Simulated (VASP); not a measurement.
# TiAl (Pmmm) in VASP: single point with LDA

Aim: the single point of TiAl with LDA.

Everything below comes from runs of VASP 6.6.1. Logs are shortened: lines on timing, memory, paths and dates and some standing lists are left out, and cuts for length are marked.

## (1) The cell of the first run

Symmetry: Pmmm, No. 47, orthorhombic system. The conventional cell has a = 3.124 Å, b = 3.210 Å, c = 3.296 Å, α = 90.00°, β = 90.00°, γ = 90.00°. Ti (site symmetry mmm) has 8 Al at 2.78 Å and 6 Ti at 3.12 to 3.30 Å within 3.7 Å. Al (site symmetry mmm) has 8 Ti at 2.78 Å and 6 Al at 3.12 to 3.30 Å within 3.7 Å.

## (2) Single point, LDA (normal strain along x +0.0275, normal strain along y +0.0550)

The input, INCAR:

```
PREC = Accurate ; ENCUT = 520
EDIFF = 1E-6 ; ISMEAR = 0
SIGMA = 0.15 ; LREAL = False
LASPH = True ; NELM = 80
ALGO = Fast ; ISIF = 2
LWAVE = False ; LCHARG = True
LELF = True ; LVHAR = True
NBANDS = 14
```

The input, KPOINTS:

```
Automatic mesh
0
Gamma
  14 14 14
```

The input, POSCAR:

```
TiAl
1.0
    3.2099985995      0.0000000000      0.0000000000
    0.0000000000      3.2959109708      0.0000000000
    0.0000000000      0.0000000000      3.1240862282
Ti Al
1 1
Direct
    0.0000000000      0.0000000000      0.0000000000
    0.5000000000      0.5000000000      0.5000000000
```

Potentials or basis: VASP PAW LDA potentials, release 64 (Ti_sv, Al).

Run with:

```
> cat potpaw_LDA.64/Ti_sv/POTCAR potpaw_LDA.64/Al/POTCAR > POTCAR
> mpirun -np 1 vasp_std > vasp.out
```

OUTCAR:

```text
PREC = Accurate
   ENCUT = 520
   EDIFF = 1E-6
   ISMEAR = 0
   LREAL = False
   LASPH = True
   NELM = 80
   ISIF = 2

 ion  position               nearest neighbor table
   1  0.000  0.000  0.000-   2 2.78   2 2.78   2 2.78   2 2.78   2 2.78   2 2.78   2 2.78   2 2.78

   2  0.500  0.500  0.500-   1 2.78   1 2.78   1 2.78   1 2.78   1 2.78   1 2.78   1 2.78   1 2.78

  LATTYP: Found a simple orthorhombic cell.
 ALAT       =     3.1240862282
 B/A-ratio  =     1.0275000000
 C/A-ratio  =     1.0550000000

  Lattice vectors:

 A1 = (   0.0000000000,   0.0000000000,   3.1240862282)
 A2 = (   3.2099985995,   0.0000000000,   0.0000000000)
 A3 = (   0.0000000000,   3.2959109708,   0.0000000000)

Analysis of symmetry for initial positions (statically):
=====================================================================
 Subroutine PRICEL returns:
 Original cell was already a primitive cell.

 Routine SETGRP: Setting up the symmetry group for a
 simple orthorhombic supercell.

 Subroutine GETGRP returns: Found  8 space group operations
 (whereof  8 operations were pure point group operations)
 out of a pool of  8 trial point group operations.

The static configuration has the point symmetry D_2h.

Analysis of symmetry for dynamics (positions and initial velocities):
=====================================================================
 Subroutine PRICEL returns:
 Original cell was already a primitive cell.

 Routine SETGRP: Setting up the symmetry group for a
 simple orthorhombic supercell.

 Subroutine GETGRP returns: Found  8 space group operations
 (whereof  8 operations were pure point group operations)
 out of a pool of  8 trial point group operations.

The dynamic configuration has the point symmetry D_2h.

 Subroutine INISYM returns: Found  8 space group operations
 (whereof  8 operations are pure point group operations),
 and found     1 'primitive' translations

----------------------------------------------------------------------------------------

                                     Primitive cell

  volume of cell :      33.0524

  direct lattice vectors                    reciprocal lattice vectors
     3.209998599  0.000000000  0.000000000     0.311526616  0.000000000  0.000000000
     0.000000000  3.295910971  0.000000000     0.000000000  0.303406254  0.000000000
     0.000000000  0.000000000  3.124086228     0.000000000  0.000000000  0.320093598

  length of vectors
     3.209998599  3.295910971  3.124086228     0.311526616  0.303406254  0.320093598

  position of ions in fractional coordinates (direct lattice)
     0.000000000  0.000000000  0.000000000
     0.500000000  0.500000000  0.500000000

[... 85 lines left out ...]
   TEBEG  =    0.0;   TEEND  =   0.0 temperature during run
   PSTRESS=    0.0 pullay stress
   NELECT =      15.0000    total number of electrons
   NUPDOWN=      -1.0000    fix difference up-down
   EMIN   =  10.00;   EMAX   =-10.00  energy-range for DOS
   EFERMI =   0.00;   METHOD = LEGACY
   ISMEAR =     0;   SIGMA  =   0.15  broadening in eV -4-tet -1-fermi 0-gaus
   EFERMI_NEDOS =   21; number of points for ismear=-14 and -15
   IALGO  =     68    algorithm
   IMIX   =      4    mixing-type and parameters
     AMIX     =   0.40;   BMIX     =  1.00
     AMIX_MAG =   1.60;   BMIX_MAG =  1.00
  volume/ion in A,a.u.               =      16.53       111.52
  Fermi-wavevector in a.u.,A,eV,Ry     =   1.258068  2.377404 21.534421  1.582735
  Thomas-Fermi vector in A             =   2.391696
   LORBIT       =      0    0 simple, 1 ext, 2 COOP (PROOUT), +10 PAW based schemes
   GGA     = CA    functional components
   LHFCALC =     F    Hartree Fock is set to
   AEXX    =    0.0000 exact exchange contribution
   IVDW    =     0    specifies the selected vdW correction
   LEPSILON=     F    determine dielectric tensor
   LRPA    =     F    only Hartree local field effects (RPA)
 non-spin polarized calculation
 RMM-DIIS sequential band-by-band and
 Gauss-broadening in eV      SIGMA  =   0.15
  energy-cutoff  :      520.00
  volume of cell :       33.05
 maximum number of plane-waves:       912
 NGX is ok and might be reduce to    24
   NGX = 11   NGY = 13   NGZ = 11

 number of electron      14.9999997 magnetization

 Free energy of the ion-electron system (eV)
  ---------------------------------------------------
  ext. energy  EPLUGINS =         0.00000000
  ---------------------------------------------------
  free energy    TOTEN  =       -13.25204217 eV

  energy without entropy =      -13.22229112  energy(sigma->0) =      -13.23716665

 E-fermi :   8.2093     XC(G=0): -11.1913

 val. band max:        8.2040971231   @ k =   0.1429   0.3571   0.0714
 cond. band min:       8.2099637362   @ k =   0.3571   0.0714   0.0714
 fundamental gap:      0.0058666131
 Fermi energy:         8.2093257778

 k-point     1 :       0.0000    0.0000    0.0000
  band No.  band energies     occupation
      1     -48.0164      2.00000
      2     -24.6344      2.00000
      3     -24.6063      2.00000
      4     -24.5650      2.00000
      5      -0.8442      2.00000
      6       6.8205      2.00000
      7       6.9277      2.00000
      8       9.7937      0.00000
      9       9.9340      0.00000
     10      10.0444      0.00000
     11      11.8283      0.00000
     12      12.5046      0.00000
     13      13.2481      0.00000
     14      16.9143      0.00000
[... 377 lines left out ...]
      1     -48.0008      2.00000
      2     -24.7618      2.00000
      3     -24.6420      2.00000
      4     -24.5497      2.00000
      5       2.4185      2.00000
      6       3.5030      2.00000
      7       7.6820      2.00000
      8       7.7644      1.99997
      9       8.7019      0.00000
     10       9.9001      0.00000
     11      11.0716      0.00000
     12      14.2316      0.00000
     13      15.3250      0.00000
     14      17.2094      0.00000

 [... further k-points ...]
[... 5 lines left out ...]
  --------------------------------------------------------------------------------------
  -------------------------------------------------------------------------------------
  Total       -1.8692070     -1.3086565     -1.9826666      0.0000000      0.0000000      0.0000000
  in kB      -90.6076035    -63.4355793    -96.1074258      0.0000000      0.0000000      0.0000000
  external PRESSURE =     -83.3835362 kB  Pullay stress =       0.0000000 kB

 VOLUME and BASIS-vectors are now :
 -----------------------------------------------------------------------------
  energy-cutoff  :      520.00
  volume of cell :       33.05
      direct lattice vectors                 reciprocal lattice vectors
     3.209998599  0.000000000  0.000000000     0.311526616  0.000000000  0.000000000
     0.000000000  3.295910971  0.000000000     0.000000000  0.303406254  0.000000000
     0.000000000  0.000000000  3.124086228     0.000000000  0.000000000  0.320093598

 POSITION                                       TOTAL-FORCE (eV/Angst)
 -----------------------------------------------------------------------------------
      0.00000      0.00000      0.00000         0.000000      0.000000      0.000000
      1.60500      1.64796      1.56204         0.000000      0.000000      0.000000
 -----------------------------------------------------------------------------------
    total drift:                               -0.000000      0.000000      0.000000

  FREE ENERGIE OF THE ION-ELECTRON SYSTEM (eV)
  ---------------------------------------------------
  free  energy   TOTEN  =       -13.2520421715 eV

  energy  without entropy=      -13.2222911246  energy(sigma->0) =      -13.23716665
```

stdout:

```text
POSCAR found type information on POSCAR TiAl
 POSCAR found :  2 types and       2 ions
 scaLAPACK will be used
 LDA part: xc-table for (Slater(with rela. corr.)+CA(PZ))
 , standard interpolation
 POSCAR, INCAR and KPOINTS ok, starting setup
 FFT: planning ... GRIDC
 FFT: planning ... GRID_SOFT
 FFT: planning ... GRID
 WAVECAR not read
 entering main loop
WARNING in EDDRMM: call to ZHEGV failed, returncode =   6  3      5
WARNING in EDDRMM: call to ZHEGV failed, returncode =   8  4      9
WARNING in EDDRMM: call to ZHEGV failed, returncode =   8  4     13
WARNING in EDDRMM: call to ZHEGV failed, returncode =   8  4      2
WARNING in EDDRMM: call to ZHEGV failed, returncode =   6  3      6
```

Wall time 3.1 min (1 thread of Intel Xeon Platinum 8488C (Sapphire Rapids), shared host); peak memory 0.34 GiB.

What came out:

```yaml
Free_energy: -13.2520 eV
Pressure: -8.3 GPa
Band_gap_on_the_k_mesh: zero (an odd number of electrons rules out a gap without spin polarisation)
```

Stress tensor (GPa, compression positive):
```
-9.06  0.00  0.00
 0.00 -6.34  0.00
 0.00  0.00 -9.61
```

Caveat: the cell differs from its parent crystal (normal strain along x +0.0275, normal strain along y +0.0550); the cell stands under tension.
